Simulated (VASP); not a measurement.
# PbSe (Fmm2) in VASP: single point with PBE

Aim: the single point of PbSe with PBE.

Program: VASP 6.6.1. These are calculated values, not measurements. Logs are shortened: lines on timing, memory, paths and dates and some standing lists are left out, and cuts for length are marked.

## 1. The cell of the first run

Symmetry: Fmm2, No. 42, orthorhombic system. Conventional cell: a = 6.236 Å, b = 24.002 Å, c = 6.251 Å, α = 90.00°, β = 90.00°, γ = 90.00°. Pb (site symmetry m) has 5 Se at 2.83 to 3.21 Å within 3.7 Å. Within 3.7 Å of Se (site symmetry m) lie 5 Pb at 2.83 to 3.21 Å.

## 2. Single point, PBE, non-collinear spin, zero start, spin-orbit coupling

Input file INCAR:

```
ALGO = Normal
EDIFF = 1E-7
ENCUT = 520
GGA = PE
GGA_COMPAT = False
ISIF = 2
ISMEAR = 0
LASPH = True
LCHARG = False
LORBIT = 11
LORBMOM = True
LREAL = False
LSORBIT = True
LWAVE = False
MAGMOM = 0 0 0 0 0 0 0 0 0 0 0 0
NBANDS = 54
NELM = 150
PREC = Accurate
SIGMA = 0.05
```

Input file KPOINTS:

```
k-points
0
Gamma
  4 4 4
```

Input file POSCAR:

```
PbSe
1.0
    0.0000000000     12.0007994136      3.1254421077
    3.1181511075      0.0000000000      3.1254421077
    3.1181511075     12.0007994136      0.0000000000
Pb Se
2 2
Direct
    0.1907300000      0.8052670000      0.1947330000
    0.8052670000      0.1907300000      0.8092700000
    0.6744230000      0.2955810000      0.7044190000
    0.2955810000      0.6744230000      0.3255770000
```

Potentials or basis: VASP PAW PBE potentials, release 64 (Pb_d, Se).

Command:

```bash
cat potpaw_PBE.64/Pb_d/POTCAR potpaw_PBE.64/Se/POTCAR > POTCAR
mpirun -np 1 vasp_ncl > vasp.out
```

OUTCAR:

```text
EDIFF = 1E-7
   ENCUT = 520
   GGA = PE
   ISIF = 2
   ISMEAR = 0
   LASPH = True
   LORBIT = 11
   LREAL = False
   LSORBIT = True
   NELM = 150
   PREC = Accurate

 ion  position               nearest neighbor table
   1  0.191  0.805  0.195-   4 2.83   3 3.05   3 3.12   3 3.12   3 3.21
   2  0.805  0.191  0.809-   3 2.83   4 3.05   4 3.12   4 3.12   4 3.21
   3  0.674  0.296  0.704-   2 2.83   1 3.05   1 3.12   1 3.12   1 3.21
   4  0.296  0.674  0.326-   1 2.83   2 3.05   2 3.12   2 3.12   2 3.21

  LATTYP: Found a face centered orthorhombic cell.
 ALAT       =     6.2363022150
 B/A-ratio  =     1.0023382447
 C/A-ratio  =     3.8486907786

  Lattice vectors:

 A1 = (   0.0000000000,  12.0007994136,   3.1254421077)
 A2 = (  -3.1181511075,  12.0007994136,   0.0000000000)
 A3 = (  -3.1181511075,   0.0000000000,   3.1254421077)

Analysis of symmetry for initial positions (statically):
=====================================================================
 Subroutine PRICEL returns:
 Original cell was already a primitive cell.

 Routine SETGRP: Setting up the symmetry group for a
 face centered orthorhombic supercell.

 Subroutine GETGRP returns: Found  4 space group operations
 (whereof  4 operations were pure point group operations)
 out of a pool of  8 trial point group operations.

The static configuration has the point symmetry C_2v.

Analysis of symmetry for dynamics (positions and initial velocities):
=====================================================================
 Subroutine PRICEL returns:
 Original cell was already a primitive cell.

 Routine SETGRP: Setting up the symmetry group for a
 face centered orthorhombic supercell.

 Subroutine GETGRP returns: Found  4 space group operations
 (whereof  4 operations were pure point group operations)
 out of a pool of  8 trial point group operations.

The dynamic configuration has the point symmetry C_2v.

Analysis of structural, dynamic, and magnetic symmetry:
=====================================================================
 Subroutine PRICEL returns:
 Original cell was already a primitive cell.

 Routine SETGRP: Setting up the symmetry group for a
 face centered orthorhombic supercell.

 Subroutine GETGRP returns: Found  4 space group operations
 (whereof  4 operations were pure point group operations)
 out of a pool of  8 trial point group operations.

The overall configuration has the point symmetry C_2v.

 Subroutine INISYM returns: Found  4 space group operations
 (whereof  4 operations are pure point group operations),
 and found     1 'primitive' translations

----------------------------------------------------------------------------------------

                                     Primitive cell

  volume of cell :     233.9100

  direct lattice vectors                    reciprocal lattice vectors
     0.000000000 12.000799414  3.125442108    -0.160351434  0.041663891  0.159977367
     3.118151108  0.000000000  3.125442108     0.160351434 -0.041663891  0.159977367
     3.118151108 12.000799414  0.000000000     0.160351434  0.041663891 -0.159977367

  length of vectors
    12.401111843  4.414890112 12.399276305     0.230306796  0.230306796  0.230306796

  position of ions in fractional coordinates (direct lattice)
     0.190730000  0.805267000  0.194733000
     0.805267000  0.190730000  0.809270000
     0.674423000  0.295581000  0.704419000
     0.295581000  0.674423000  0.325577000

  ion indices of the primitive-cell ions
   primitive index   ion index
                 1           1
                 2           2
                 3           3
                 4           4

----------------------------------------------------------------------------------------

 KPOINTS: k-points

[... 110 lines left out ...]

 Free energy of the ion-electron system (eV)
  ---------------------------------------------------
  ext. energy  EPLUGINS =         0.00000000
  ---------------------------------------------------
  free energy    TOTEN  =       -16.97618079 eV

  energy without entropy =      -16.97618079  energy(sigma->0) =      -16.97618079

 E-fermi :  -0.0433     XC(G=0):  -5.5718

 val. band max:       -0.2863013944   @ k =  -0.2500  -0.0000   0.2500
 cond. band min:       1.0963117936   @ k =  -0.2500  -0.0000   0.2500
 fundamental gap:      1.3826131880
 Fermi energy:        -0.0433143083

 k-point     1 :       0.0000    0.0000    0.0000
  band No.  band energies     occupation
      1     -17.9526      1.00000
      2     -17.9526      1.00000
      3     -17.9437      1.00000
      4     -17.9437      1.00000
      5     -17.9422      1.00000
      6     -17.9422      1.00000
[... 1309 lines left out ...]
     51       4.9172      0.00000
     52       4.9172      0.00000

 [... further k-points ...]

 [bands above 52 left out]

------------------------ aborting loop because EDIFF is reached ----------------------------------------

  FORCE on cell =-STRESS in cart. coord.  units (eV):
  Direction    XX          YY          ZZ          XY          YZ          ZX
  --------------------------------------------------------------------------------------
  -------------------------------------------------------------------------------------
  Total       -0.0060982     -0.4760435     -0.0411108      0.0000000      0.0000000      0.0000000
  in kB       -0.0417699     -3.2606822     -0.2815906      0.0000000      0.0000000      0.0000000
  external PRESSURE =      -1.1946809 kB  Pullay stress =       0.0000000 kB

 VOLUME and BASIS-vectors are now :
 -----------------------------------------------------------------------------
  energy-cutoff  :      520.00
  volume of cell :      233.91
      direct lattice vectors                 reciprocal lattice vectors
     0.000000000 12.000799414  3.125442108    -0.160351434  0.041663891  0.159977367
     3.118151108  0.000000000  3.125442108     0.160351434 -0.041663891  0.159977367
     3.118151108 12.000799414  0.000000000     0.160351434  0.041663891 -0.159977367

 POSITION                                       TOTAL-FORCE (eV/Angst)
 -----------------------------------------------------------------------------------
      3.11815      4.62586      3.11293         0.000000      0.062218      0.008386
      3.11815     19.37573      3.11293         0.000000     -0.062218      0.008386
      3.11815     16.54721      3.03169         0.000000      0.094887     -0.008386
      3.11815      7.45439      3.03169         0.000000     -0.094887     -0.008386
 -----------------------------------------------------------------------------------
    total drift:                               -0.000022     -0.000009      0.000076

  FREE ENERGIE OF THE ION-ELECTRON SYSTEM (eV)
  ---------------------------------------------------
  free  energy   TOTEN  =       -16.9761807887 eV

  energy  without entropy=      -16.9761807887  energy(sigma->0) =      -16.97618079

 orbital moment (x)

 # of ion     p       d       tot
 ----------------------------------------
  1        -0.000  -0.000  -0.000
  2         0.000   0.000   0.000
  3        -0.000  -0.000  -0.000
  4         0.000   0.000   0.000
 ----------------------------------------
           -0.000   0.000  -0.000

 orbital moment (y)

 # of ion     p       d       tot
 ----------------------------------------
  1         0.000  -0.000   0.000
  2        -0.000   0.000  -0.000
  3         0.000   0.000   0.000
  4         0.000   0.000   0.000
 ----------------------------------------
            0.000   0.000   0.000

 orbital moment (z)

 # of ion     p       d       tot
 ----------------------------------------
  1         0.000   0.000   0.000
  2         0.000   0.000   0.000
  3         0.000   0.000   0.000
  4         0.000   0.000   0.000
 ----------------------------------------
            0.000   0.000   0.000

 Spin-Orbit-Coupling matrix elements

 Ion:    1  E_soc:     -0.8641809
 l=   1
     0.0000000    -0.0791462    -0.0790028
    -0.0791462     0.0000000    -0.0729216
    -0.0790028    -0.0729216     0.0000000
 l=   2
     0.0000000    -0.0134204     0.0000000    -0.0134328    -0.0535857
    -0.0134204     0.0000000    -0.0401594    -0.0134326    -0.0134356
     0.0000000    -0.0401594     0.0000000    -0.0401685     0.0000000
    -0.0134328    -0.0134326    -0.0401685     0.0000000    -0.0133849
    -0.0535857    -0.0134356     0.0000000    -0.0133849     0.0000000
 l=   3
     0.0000000     0.0000000     0.0000000     0.0000000     0.0000000     0.0000000     0.0000000
     0.0000000     0.0000000     0.0000000     0.0000000     0.0000000     0.0000000     0.0000000
     0.0000000     0.0000000     0.0000000     0.0000000     0.0000000     0.0000000     0.0000000
     0.0000000     0.0000000     0.0000000     0.0000000     0.0000000     0.0000000     0.0000000
[... 49 lines left out ...]
 l=   2
     0.0000000    -0.0000019     0.0000000    -0.0000019     0.0000151
    -0.0000019     0.0000000     0.0000114    -0.0000019     0.0000037
     0.0000000     0.0000114     0.0000000     0.0000099     0.0000000
    -0.0000019    -0.0000019     0.0000099     0.0000000     0.0000033
     0.0000151     0.0000037     0.0000000     0.0000033     0.0000000
 l=   3
     0.0000000     0.0000000     0.0000000     0.0000000     0.0000000     0.0000000     0.0000000
     0.0000000     0.0000000     0.0000000     0.0000000     0.0000000     0.0000000     0.0000000
     0.0000000     0.0000000     0.0000000     0.0000000     0.0000000     0.0000000     0.0000000
     0.0000000     0.0000000     0.0000000     0.0000000     0.0000000     0.0000000     0.0000000
     0.0000000     0.0000000     0.0000000     0.0000000     0.0000000     0.0000000     0.0000000
     0.0000000     0.0000000     0.0000000     0.0000000     0.0000000     0.0000000     0.0000000
     0.0000000     0.0000000     0.0000000     0.0000000     0.0000000     0.0000000     0.0000000

 total charge

# of ion       s       p       d       tot
------------------------------------------
    1        1.451   0.576   9.836  11.863
    2        1.451   0.576   9.836  11.863
    3        1.469   2.311   0.015   3.795
    4        1.469   2.311   0.015   3.795
--------------------------------------------------
tot          5.840   5.774  19.701  31.316

 magnetization (x)

# of ion       s       p       d       tot
------------------------------------------
    1       -0.000   0.000   0.000   0.000
    2        0.000  -0.000  -0.000  -0.000
    3        0.000  -0.000  -0.000  -0.000
    4       -0.000   0.000   0.000   0.000
--------------------------------------------------
tot         -0.000  -0.000  -0.000  -0.000

 magnetization (y)

# of ion       s       p       d       tot
------------------------------------------
    1        0.000   0.000   0.000   0.000
    2        0.000   0.000   0.000   0.000
    3        0.000   0.000   0.000   0.000
    4        0.000   0.000   0.000   0.000
--------------------------------------------------
tot          0.000   0.000   0.000   0.000

 magnetization (z)

# of ion       s       p       d       tot
------------------------------------------
    1       -0.000   0.000   0.000   0.000
    2        0.000  -0.000   0.000  -0.000
    3       -0.000   0.000  -0.000   0.000
    4       -0.000  -0.000  -0.000  -0.000
--------------------------------------------------
tot         -0.000   0.000  -0.000  -0.000
```

Run time: 49 min. Hardware: 1 thread of Oxide Virtual Turin-like, shared host; peak memory 2 GiB.

Results:

| Property | Result |
| --- | --- |
| Free energy | -16.9762 eV |
| Pressure | -0.1 GPa |
| Largest force | 0.095 eV/Å |
| Net moment | 0.00 μB per cell |
| Valence electrons inside the program's atomic spheres | Pb 11.86; Se 3.79 |

Forces on the atoms (eV/Å):
```
Pb   0.000  0.062  0.008
Pb   0.000 -0.062  0.008
Se   0.000  0.095 -0.008
Se   0.000 -0.095 -0.008
```

Moments on the atoms (μB; x, y, z):
```
Pb  0.00 0.00 0.00
Pb  0.00 0.00 0.00
Se  0.00 0.00 0.00
Se  0.00 0.00 0.00
```

Caveat: the k points lie up to 0.36 Å⁻¹ apart.
